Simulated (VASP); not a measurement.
P, 12 atoms in the cell. The cell holds layers a few Å apart, 12 atoms: a = 3.310 Å, b = 4.558 Å, c = 18.409 Å, α = 90.00°, β = 90.00°, γ = 90.00°. 

| Property | Result |
| --- | --- |
| Program | VASP 6.6.1 |
| Task | single point |
| Functional | PBE |
| Potentials or basis | VASP PAW PBE potentials, release 64 (P) |
| Cutoff | 520 eV |
| k mesh | 10 × 8 × 1 |
| Occupations | gaussian, width 0.05 eV |
| Spin | no spin polarisation |
| Dipole correction | no |
| Further INCAR settings | ALGO = Normal; EDIFF = 1e-06; NBANDS = 42 |

Potentials or basis: VASP PAW PBE potentials, release 64 (P).

The run is started by

```bash
$ cat potpaw_PBE.64/P/POTCAR > POTCAR
$ mpirun -np 1 vasp_std > vasp.out
```

Hardware: 1 thread of Intel Xeon 8259CL, with other jobs on the host.

Question: Estimate the wall time of this run.

Answer: It took 6.8 min on 1 thread of Intel Xeon 8259CL (shared host), peak memory 0.46 GiB. Counts: scf iterations 15, k points 30.
